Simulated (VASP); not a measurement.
## Sb: single point with PBE

Slab: Sb, a slab with vacuum.

```
Sb
1.0
     3.38884    0.00000    0.00000
    -1.69442    2.93482    0.00000
     0.00000    0.00000   21.53400
Sb
3
Direct
  0.16667 0.33333 0.37683
  0.50000 0.00000 0.50000
  0.83333 0.66667 0.62317
```

- Program: VASP 6.6.1
- Task: single point
- Functional: PBE
- Potentials or basis: VASP PAW PBE potentials, release 64 (Sb)
- Cutoff: 520 eV
- k mesh: 11 × 11 × 1
- Occupations: fermi-dirac, width 0.1 eV
- Spin: no spin polarisation
- Dipole correction: no
- Further INCAR settings: ALGO = Normal; EDIFF = 1e-07; NBANDS = 14

The largest force is 0.004 eV/Å.

Forces in eV/Å, atoms in the order of the input:
```
Sb   0.000  0.000  0.004
Sb   0.000  0.000  0.000
Sb   0.000  0.000 -0.004
```

Levels at points of the mesh, in eV from the Fermi level:
```
           k point  band 5  band 6  band 7  band 8  band 9  band 10
(0.00, 0.00, 0.00)   -1.46    1.94    3.54    3.54    3.74     4.38
```

Wall time 2.3 min on 1 thread of AMD EPYC 7R13 (shared host), peak memory 0.31 GiB.

Caveat: spin-orbit coupling is left out, which moves the levels of the heavy elements.
